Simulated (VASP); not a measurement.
# AlGaN2 (P-4m2) in VASP: a series of runs

AlGaN2 is run at these levels: LDA; tasks: single point.

Everything below comes from runs of VASP 6.6.1. Logs are shortened: lines on timing, memory, paths and dates and some standing lists are left out, and cuts for length are marked.

## (1) The cell of the first run

The structure is tetragonal, space group P-4m2 (No. 115). Conventional cell: a = 2.928 Å, b = 2.928 Å, c = 4.651 Å, α = 90.00°, β = 90.00°, γ = 90.00°. Within 2.4 Å of Al (site symmetry -4m2) lie 4 N at 1.84 Å. Ga (site symmetry -4m2) has 4 N at 1.90 Å within 2.5 Å. N (site symmetry 2mm) has 2 Al at 1.84 Å and 2 Ga at 1.90 Å within 2.4 Å.

## (2) Single point, LDA (biaxial strain in the a-b plane: -6.0 %, then relaxed in part)

File INCAR:

```
PREC = Accurate
ENCUT = 520
EDIFF = 1E-6
ISMEAR = 0
SIGMA = 0.02
LREAL = F
LASPH = T
NELM = 100
ALGO = Normal
ISIF = 2
LWAVE = F
LCHARG = F
GGA = CA
NBANDS = 21
```

File KPOINTS:

```
regular mesh
0
Gamma
  8 8 6
```

File POSCAR:

```
AlGaN2
1.0
    2.9283692791      0.0000000000      0.0000000000
    0.0000000000      2.9283692791      0.0000000000
    0.0000000000      0.0000000000      4.6512156733
Al Ga N
1 1 2
Direct
    0.5000000000      0.5000000000      0.5000000000
    0.0000000000      0.0000000000      0.0000000000
    0.5000000000      0.0000000000      0.7413276021
    0.0000000000      0.5000000000      0.2586723979
```

Potentials or basis: VASP PAW LDA potentials, release 64 (Al, Ga_d, N).

Command:

```bash
$ cat potpaw_LDA.64/Al/POTCAR potpaw_LDA.64/Ga_d/POTCAR potpaw_LDA.64/N/POTCAR > POTCAR
$ mpirun -np 1 vasp_std > vasp.out
```

OUTCAR:

```text
PREC = Accurate
   ENCUT = 520
   EDIFF = 1E-6
   ISMEAR = 0
   LREAL = F
   LASPH = T
   NELM = 100
   ISIF = 2
   GGA = CA

 ion  position               nearest neighbor table
   1  0.500  0.500  0.500-   3 1.84   4 1.84   3 1.84   4 1.84   2 3.11   2 3.11   2 3.11   2 3.11
                             2 3.11   2 3.11   2 3.11   2 3.11
   2  0.000  0.000  0.000-   3 1.90   4 1.90   4 1.90   3 1.90   1 3.11   1 3.11   1 3.11   1 3.11
                             1 3.11   1 3.11   1 3.11   1 3.11
   3  0.500  0.000  0.741-   1 1.84   1 1.84   2 1.90   2 1.90
   4  0.000  0.500  0.259-   1 1.84   1 1.84   2 1.90   2 1.90

  LATTYP: Found a simple tetragonal cell.
 ALAT       =     2.9283692791
 C/A-ratio  =     1.5883296231

  Lattice vectors:

 A1 = (   2.9283692791,   0.0000000000,   0.0000000000)
 A2 = (   0.0000000000,   2.9283692791,   0.0000000000)
 A3 = (   0.0000000000,   0.0000000000,   4.6512156733)

Analysis of symmetry for initial positions (statically):
=====================================================================
 Subroutine PRICEL returns:
 Original cell was already a primitive cell.

 Routine SETGRP: Setting up the symmetry group for a
 simple tetragonal supercell.

 Subroutine GETGRP returns: Found  8 space group operations
 (whereof  8 operations were pure point group operations)
 out of a pool of 16 trial point group operations.

The static configuration has the point symmetry D_2d.

Analysis of symmetry for dynamics (positions and initial velocities):
=====================================================================
 Subroutine PRICEL returns:
 Original cell was already a primitive cell.

 Routine SETGRP: Setting up the symmetry group for a
 simple tetragonal supercell.

 Subroutine GETGRP returns: Found  8 space group operations
 (whereof  8 operations were pure point group operations)
 out of a pool of 16 trial point group operations.

The dynamic configuration has the point symmetry D_2d.

 Subroutine INISYM returns: Found  8 space group operations
 (whereof  8 operations are pure point group operations),
 and found     1 'primitive' translations

----------------------------------------------------------------------------------------

                                     Primitive cell

  volume of cell :      39.8858

  direct lattice vectors                    reciprocal lattice vectors
     2.928369279  0.000000000  0.000000000     0.341486986  0.000000000  0.000000000
     0.000000000  2.928369279  0.000000000     0.000000000  0.341486986  0.000000000
     0.000000000  0.000000000  4.651215673     0.000000000  0.000000000  0.214997556

  length of vectors
     2.928369279  2.928369279  4.651215673     0.341486986  0.341486986  0.214997556

  position of ions in fractional coordinates (direct lattice)
     0.500000000  0.500000000  0.500000000
     0.000000000  0.000000000  0.000000000
     0.500000000  0.000000000  0.741327602
     0.000000000  0.500000000  0.258672398

  ion indices of the primitive-cell ions
   primitive index   ion index
                 1           1
                 2           2
                 3           3
                 4           4

----------------------------------------------------------------------------------------

 KPOINTS: regular mesh

Automatic generation of k-mesh.
 Grid dimensions read from file:
 generate k-points for:    8    8    6

 Generating k-lattice:

  Cartesian coordinates                     Fractional coordinates (reciprocal lattice)
     0.042685873  0.000000000  0.000000000     0.125000000  0.000000000  0.000000000
     0.000000000  0.042685873  0.000000000     0.000000000  0.125000000  0.000000000
     0.000000000  0.000000000  0.035832926     0.000000000  0.000000000  0.166666667

  Length of vectors
     0.042685873  0.042685873  0.035832926

  Shift w.r.t. Gamma in fractional coordinates (k-lattice)
     0.000000000  0.000000000  0.000000000

 Subroutine IBZKPT returns following result:
 ===========================================

 Found     60 irreducible k-points:

 Following reciprocal coordinates:
            Coordinates               Weight
  0.000000  0.000000  0.000000      1.000000
  0.125000  0.000000  0.000000      4.000000
  0.250000  0.000000  0.000000      4.000000
  0.375000  0.000000  0.000000      4.000000
  0.500000  0.000000  0.000000      2.000000
  0.125000  0.125000  0.000000      4.000000
[... 16 lines left out ...]
  0.375000  0.125000  0.166667     16.000000
  0.500000  0.125000  0.166667      8.000000
 [... further k-points ...]
   k-points           NKPTS =     60   k-points in BZ     NKDIM =     60   number of bands    NBANDS=     21
   number of dos      NEDOS =    301   number of ions     NIONS =      4
   total plane-waves  NPLWV =  20736
   dimension x,y,z NGX =    24 NGY =   24 NGZ =   36
   dimension x,y,z NGXF=    48 NGYF=   48 NGZF=   72
   ions per type =               1   1   2
   NGX,Y,Z   is equivalent  to a cutoff of  13.62, 13.62, 12.87 a.u.
   NGXF,Y,Z  is equivalent  to a cutoff of  27.25, 27.25, 25.73 a.u.
 SYSTEM =  unknown system
   PREC   = accura    normal or accurate (medium, high low for compatibility)
   ISTART =      0    job   : 0-new  1-cont  2-samecut
   ICHARG =      2    charge: 1-file 2-atom 10-const
   ISPIN  =      1    spin polarized calculation?
   LNONCOLLINEAR =      F non collinear calculations
   LSORBIT =      F    spin-orbit coupling
   LASPH  =      T    aspherical Exc in radial PAW
   ENCUT  =  520.0 eV  38.22 Ry    6.18 a.u.   5.44  5.44  8.65*2*pi/ulx,y,z
   NELM   =    100;   NELMIN=  2; NELMDL= -5     # of ELM steps
   EDIFF  = 0.1E-05   stopping-criterion for ELM
   LREAL  =      F    real-space projection
   EDIFFG = 0.1E-04   stopping-criterion for IOM
   NSW    =      0    number of steps for IOM
   IBRION =     -1    ionic relax: 0-MD 1-quasi-New 2-CG
   NFREE  =      0    steps in history (QN), initial steepest desc. (CG)
   ISIF   =      2    stress and relaxation
   ISYM   =      2    0-nonsym 1-usesym 2-fastsym
   POTIM  = 0.5000    time-step for ionic-motion
   TEBEG  =    0.0;   TEEND  =   0.0 temperature during run
   PSTRESS=    0.0 pullay stress
   NELECT =      26.0000    total number of electrons
   NUPDOWN=      -1.0000    fix difference up-down
   EMIN   =  10.00;   EMAX   =-10.00  energy-range for DOS
   EFERMI =   0.00;   METHOD = LEGACY
   ISMEAR =     0;   SIGMA  =   0.02  broadening in eV -4-tet -1-fermi 0-gaus
   EFERMI_NEDOS =   21; number of points for ismear=-14 and -15
   IALGO  =     38    algorithm
   IMIX   =      4    mixing-type and parameters
     AMIX     =   0.40;   BMIX     =  1.00
     AMIX_MAG =   1.60;   BMIX_MAG =  1.00
  volume/ion in A,a.u.               =       9.97        67.29
  Fermi-wavevector in a.u.,A,eV,Ry     =   1.419471  2.682411 27.414355  2.014898
  Thomas-Fermi vector in A             =   2.540488
   LORBIT       =      0    0 simple, 1 ext, 2 COOP (PROOUT), +10 PAW based schemes
   GGA     = CA    functional components
   LHFCALC =     F    Hartree Fock is set to
   AEXX    =    0.0000 exact exchange contribution
   IVDW    =     0    specifies the selected vdW correction
   LEPSILON=     F    determine dielectric tensor
   LRPA    =     F    only Hartree local field effects (RPA)
 non-spin polarized calculation
 Gauss-broadening in eV      SIGMA  =   0.02
  energy-cutoff  :      520.00
  volume of cell :       39.89
 maximum number of plane-waves:      1097
 NGX is ok and might be reduce to    24
   NGX = 11   NGY = 11   NGZ = 17

 number of electron      25.9999998 magnetization

 Free energy of the ion-electron system (eV)
  ---------------------------------------------------
  ext. energy  EPLUGINS =         0.00000000
  ---------------------------------------------------
  free energy    TOTEN  =       -29.98590536 eV

  energy without entropy =      -29.98590536  energy(sigma->0) =      -29.98590536

 E-fermi :   6.7678     XC(G=0): -12.1786

 val. band max:        6.6213471424   @ k =   0.1250   0.0000   0.0000
 cond. band min:       9.4584832049   @ k =   0.5000   0.5000   0.0000
 fundamental gap:      2.8371360626
 Fermi energy:         6.7677763243

 k-point     1 :       0.0000    0.0000    0.0000
  band No.  band energies     occupation
      1      -9.6652      2.00000
      2      -8.0191      2.00000
      3      -6.7167      2.00000
      4      -6.7167      2.00000
      5      -6.7007      2.00000
      6      -6.4961      2.00000
[... 13 lines left out ...]
     20      18.4416      0.00000
     21      22.6673      0.00000

 k-point     2 :       0.1250    0.0000    0.0000
  band No.  band energies     occupation
      1      -9.4986      2.00000
      2      -8.0103      2.00000
      3      -6.7674      2.00000
      4      -6.7125      2.00000
      5      -6.6522      2.00000
      6      -6.5135      2.00000
[... 13 lines left out ...]
     20      18.8518      0.00000
     21      22.2439      0.00000

 k-point     3 :       0.2500    0.0000    0.0000
  band No.  band energies     occupation
      1      -9.0535      2.00000
      2      -8.0030      2.00000
      3      -6.7968      2.00000
      4      -6.7023      2.00000
      5      -6.5553      2.00000
      6      -6.5358      2.00000
[... 13 lines left out ...]
     20      19.0051      0.00000
     21      21.2494      0.00000

 k-point     4 :       0.3750    0.0000    0.0000
  band No.  band energies     occupation
      1      -8.5281      2.00000
      2      -8.0248      2.00000
      3      -6.7518      2.00000
      4      -6.6919      2.00000
      5      -6.5967      2.00000
      6      -6.2790      2.00000
[... 13 lines left out ...]
     20      19.5473      0.00000
     21      20.2722      0.00000

 k-point     5 :       0.5000    0.0000    0.0000
  band No.  band energies     occupation
      1      -8.2615      2.00000
      2      -8.0691      2.00000
      3      -6.7162      2.00000
      4      -6.6874      2.00000
      5      -6.6139      2.00000
      6      -5.8899      2.00000
[... 13 lines left out ...]
     20      19.7285      0.00000
     21      19.7628      0.00000

 k-point     6 :       0.1250    0.1250    0.0000
  band No.  band energies     occupation
      1      -9.3374      2.00000
      2      -7.9980      2.00000
      3      -6.7613      2.00000
      4      -6.7437      2.00000
      5      -6.6155      2.00000
      6      -6.5289      2.00000
[... 13 lines left out ...]
     20      19.3863      0.00000
     21      20.9054      0.00000

 k-point     7 :       0.2500    0.1250    0.0000
  band No.  band energies     occupation
      1      -8.9117      2.00000
      2      -7.9813      2.00000
      3      -6.7776      2.00000
      4      -6.7156      2.00000
      5      -6.5907      2.00000
      6      -6.4869      2.00000
[... 13 lines left out ...]
     20      19.3531      0.00000
     21      20.2210      0.00000
[... 291 lines left out ...]
      1      -8.2732      2.00000
      2      -8.0508      2.00000
      3      -6.7015      2.00000
      4      -6.6881      2.00000
      5      -6.6138      2.00000
      6      -5.8901      2.00000
[... 13 lines left out ...]
     20      19.0951      0.00000
     21      19.5557      0.00000

 k-point    21 :       0.1250    0.1250    0.1667
  band No.  band energies     occupation
      1      -9.2317      2.00000
      2      -8.0436      2.00000
      3      -6.7716      2.00000
      4      -6.7314      2.00000
      5      -6.6152      2.00000
      6      -6.5288      2.00000
[... 13 lines left out ...]
     20      19.3629      0.00000
     21      20.8730      0.00000

 k-point    22 :       0.2500    0.1250    0.1667
  band No.  band energies     occupation
      1      -8.8323      2.00000
      2      -8.0089      2.00000
      3      -6.7747      2.00000
      4      -6.7057      2.00000
      5      -6.5902      2.00000
      6      -6.4808      2.00000
[... 13 lines left out ...]
     20      19.2435      0.00000
     21      20.2108      0.00000

 k-point    23 :       0.3750    0.1250    0.1667
  band No.  band energies     occupation
      1      -8.3980      2.00000
      2      -7.9946      2.00000
      3      -6.7379      2.00000
      4      -6.6680      2.00000
      5      -6.6293      2.00000
      6      -6.1856      2.00000
[... 13 lines left out ...]
     20      19.0482      0.00000
     21      20.1017      0.00000

 k-point    24 :       0.5000    0.1250    0.1667
  band No.  band energies     occupation
      1      -8.2133      2.00000
      2      -7.9961      2.00000
      3      -6.7218      2.00000
      4      -6.6503      2.00000
      5      -6.6438      2.00000
      6      -5.7922      2.00000
[... 13 lines left out ...]
     20      19.3793      0.00000
     21      19.8436      0.00000

 [... further k-points ...]
[... 5 lines left out ...]
  --------------------------------------------------------------------------------------
  -------------------------------------------------------------------------------------
  Total        5.5627183      5.5627183      0.3207119      0.0000000      0.0000000     -0.0000000
  in kB      223.4495530    223.4495530     12.8827161      0.0000000      0.0000000     -0.0000000
  external PRESSURE =     153.2606074 kB  Pullay stress =       0.0000000 kB

 VOLUME and BASIS-vectors are now :
 -----------------------------------------------------------------------------
  energy-cutoff  :      520.00
  volume of cell :       39.89
      direct lattice vectors                 reciprocal lattice vectors
     2.928369279  0.000000000  0.000000000     0.341486986  0.000000000  0.000000000
     0.000000000  2.928369279  0.000000000     0.000000000  0.341486986  0.000000000
     0.000000000  0.000000000  4.651215673     0.000000000  0.000000000  0.214997556

 POSITION                                       TOTAL-FORCE (eV/Angst)
 -----------------------------------------------------------------------------------
      1.46418      1.46418      2.32561         0.000000      0.000000      0.000000
      0.00000      0.00000      0.00000         0.000000     -0.000000      0.000000
      1.46418      0.00000      3.44807         0.000000     -0.000000     -0.033470
      0.00000      1.46418      1.20314         0.000000     -0.000000      0.033470
 -----------------------------------------------------------------------------------
    total drift:                                0.000000      0.000000      0.000000

  FREE ENERGIE OF THE ION-ELECTRON SYSTEM (eV)
  ---------------------------------------------------
  free  energy   TOTEN  =       -29.9859053598 eV

  energy  without entropy=      -29.9859053598  energy(sigma->0) =      -29.98590536
```

It took 22 s on 1 thread of Intel Xeon Platinum 8488C (Sapphire Rapids), shared host; peak memory 0.17 GiB.

Results:

* Free energy: -29.9859 eV
* Pressure: 15.3 GPa
* Largest force: 0.033 eV/Å
* Band gap on the k mesh: 2.84 eV, indirect (least direct gap 3.27 eV)

Forces on the atoms (eV/Å):
```
Al   0.000  0.000  0.000
Ga   0.000  0.000  0.000
N    0.000  0.000 -0.033
N    0.000  0.000  0.033
```

Levels at points of the mesh, in eV from the valence-band top:
```
           k point  band 10  band 11  band 12  band 13  band 14  band 15  band 16  band 17
(0.00, 0.00, 0.00)    -2.07    -0.89     0.00     0.00     3.26     3.89     9.05    11.59
(0.50, 0.00, 0.00)    -3.91    -3.91    -0.71    -0.39     7.35     7.65     8.88     9.36
(0.50, 0.50, 0.00)    -3.09    -3.03    -3.03    -2.96     2.84     2.84     5.74     8.40
(0.00, 0.00, 0.50)    -1.46    -1.46    -0.81    -0.81     5.24     5.45     8.02    10.34
(0.50, 0.00, 0.50)    -1.63    -1.56    -0.71    -0.31     5.07     6.29     9.43     9.71
(0.50, 0.50, 0.50)    -4.57    -3.77    -3.77    -3.72     5.39     5.39     9.17     9.62
```

Caveat: the cell differs from its parent crystal (biaxial strain in the a-b plane: -6.0 %, then relaxed in part). A k mesh can miss the band edges.

## (3) Single point, LDA

File INCAR:

```
  ALGO = Normal
  EDIFF = 1E-6
  ENCUT = 520
  ISIF = 2
  ISMEAR = 0
  LASPH = True
  LCHARG = True
  LELF = True
  LREAL = False
  LVHAR = True
  LWAVE = False
  NBANDS = 21
  NELM = 80
  PREC = Accurate
  SIGMA = 0.02
```

File KPOINTS:

```
k-points
0
Gamma
  8 8 6
```

POSCAR is that of step 2.

Potentials or basis: VASP PAW LDA potentials, release 64 (Al, Ga_d, N).

Command:

```bash
$ cat potpaw_LDA.64/Al/POTCAR potpaw_LDA.64/Ga_d/POTCAR potpaw_LDA.64/N/POTCAR > POTCAR
$ mpirun -np 1 vasp_std > vasp.out
```

It took 22 s on 1 thread of Intel Xeon Platinum 8488C (Sapphire Rapids), shared host; peak memory 0.17 GiB.

Results (log left out):

* Free energy: -29.9859 eV
* Pressure: 15.3 GPa
* Largest force: 0.033 eV/Å
* Band gap on the k mesh: 2.84 eV, indirect (least direct gap 3.27 eV)

Forces in eV/Å, atoms in the order of the input:
```
Al   0.000  0.000  0.000
Ga   0.000  0.000  0.000
N    0.000  0.000 -0.033
N    0.000  0.000  0.033
```

Stress tensor (GPa, compression positive):
```
22.34  0.00  0.00
 0.00 22.34  0.00
 0.00  0.00  1.29
```

Levels at points of the mesh, in eV from the valence-band top:
| k point | band 11 | band 12 | band 13 | band 14 | band 15 | band 16 |
| --- | --- | --- | --- | --- | --- | --- |
| (0.00, 0.00, 0.00) | -0.89 | 0.00 | 0.00 | 3.26 | 3.89 | 9.05 |
| (0.50, 0.00, 0.00) | -3.91 | -0.71 | -0.39 | 7.35 | 7.65 | 8.88 |
| (0.50, 0.50, 0.00) | -3.03 | -3.03 | -2.96 | 2.84 | 2.84 | 5.74 |
| (0.00, 0.00, 0.50) | -1.46 | -0.81 | -0.81 | 5.24 | 5.45 | 8.02 |
| (0.50, 0.00, 0.50) | -1.56 | -0.71 | -0.31 | 5.07 | 6.29 | 9.43 |
| (0.50, 0.50, 0.50) | -3.77 | -3.77 | -3.72 | 5.39 | 5.39 | 9.17 |

(Continued in part 2 of 2.)
